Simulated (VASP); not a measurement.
**In4Ru: single point with PBE**

The system is In4Ru.

```
In Ru
1.0
     7.39901    0.00000    0.00000
     0.00000    7.39901    0.00000
     0.00000    0.00000    3.14148
In Ru
4 1
Direct
  0.19403 0.50000 0.50000
  0.80597 0.50000 0.50000
  0.50000 0.19403 0.50000
  0.50000 0.80597 0.50000
  0.50000 0.50000 0.00000
```

The cell was built from a structure type or drawn by symmetry, and may not be a known phase.

| Property | Result |
| --- | --- |
| Program | VASP 6.6.1 |
| Task | single point |
| Functional | PBE |
| Potentials or basis | VASP PAW PBE potentials, release 64 (In_d, Ru_pv) |
| Cutoff | 520 eV |
| k mesh | 4 × 4 × 6 |
| Occupations | gaussian, width 0.1 eV |
| Spin | collinear spin, ferromagnetic start |
| Starting moments | [0.0, 0.0, 0.0, 0.0, 1.0] μB |
| Dipole correction | no |
| Further INCAR settings | ALGO = Fast; EDIFF = 1e-07; NBANDS = 45 |

```json
{
  "Pressure": "0.1 GPa",
  "Largest force": "0.045 eV/Å",
  "Band gap on the k mesh": "zero (filled and empty bands overlap)",
  "Net moment": "0.00 μB per cell",
  "Valence electrons inside the program's atomic spheres": "In 11.41; Ru 12.66"
}
```

Forces in eV/Å, atoms in the order of the input:
```
In   0.045  0.000  0.000
In  -0.045  0.000  0.000
In   0.000  0.045  0.000
In   0.000 -0.045  0.000
Ru   0.000  0.000  0.000
```

Stress tensor (GPa, compression positive):
```
-0.11  0.00  0.00
 0.00 -0.11  0.00
 0.00  0.00  0.37
```

Levels at points of the mesh, in eV from the Fermi level:
Spin up:
| k point | band 29 | band 30 | band 31 | band 32 | band 33 | band 34 | band 35 | band 36 | band 37 | band 38 |
| --- | --- | --- | --- | --- | --- | --- | --- | --- | --- | --- |
| (0.00, 0.00, 0.00) | -2.77 | -2.07 | -1.87 | -0.86 | -0.86 | 0.06 | 0.06 | 1.03 | 2.75 | 4.11 |
| (0.50, 0.00, 0.00) | -3.05 | -1.96 | -1.79 | -0.89 | -0.86 | 0.10 | 0.42 | 1.02 | 2.11 | 3.58 |
| (0.50, 0.50, 0.00) | -2.75 | -1.46 | -1.46 | -0.89 | -0.89 | -0.34 | 0.44 | 1.71 | 1.80 | 2.58 |
| (0.00, 0.00, 0.50) | -2.90 | -1.40 | -0.98 | -0.70 | -0.70 | 0.60 | 0.85 | 0.97 | 0.97 | 1.65 |
| (0.50, 0.00, 0.50) | -2.23 | -2.17 | -2.13 | -1.40 | -0.69 | 0.66 | 0.84 | 1.16 | 1.92 | 2.12 |
| (0.50, 0.50, 0.50) | -2.16 | -2.16 | -2.13 | -2.13 | -1.41 | 0.26 | 0.75 | 1.14 | 3.10 | 3.48 |
Spin down:
```csv
k point,band 29,band 30,band 31,band 32,band 33,band 34,band 35,band 36,band 37,band 38
"(0.00, 0.00, 0.00)",-2.77,-2.07,-1.87,-0.86,-0.86,0.06,0.06,1.03,2.75,4.11
"(0.50, 0.00, 0.00)",-3.05,-1.96,-1.79,-0.89,-0.86,0.10,0.42,1.02,2.11,3.58
"(0.50, 0.50, 0.00)",-2.75,-1.46,-1.46,-0.89,-0.89,-0.34,0.44,1.71,1.80,2.58
"(0.00, 0.00, 0.50)",-2.90,-1.40,-0.98,-0.70,-0.70,0.60,0.85,0.97,0.97,1.65
"(0.50, 0.00, 0.50)",-2.23,-2.17,-2.13,-1.40,-0.69,0.66,0.84,1.16,1.92,2.12
"(0.50, 0.50, 0.50)",-2.16,-2.16,-2.13,-2.13,-1.41,0.26,0.75,1.14,3.10,3.48
```

It took 13 min on 1 thread of Intel Xeon 8259CL, on a shared host, peak memory 0.47 GiB.

Caveat: spin-orbit coupling is left out, which moves the levels of the heavy elements.
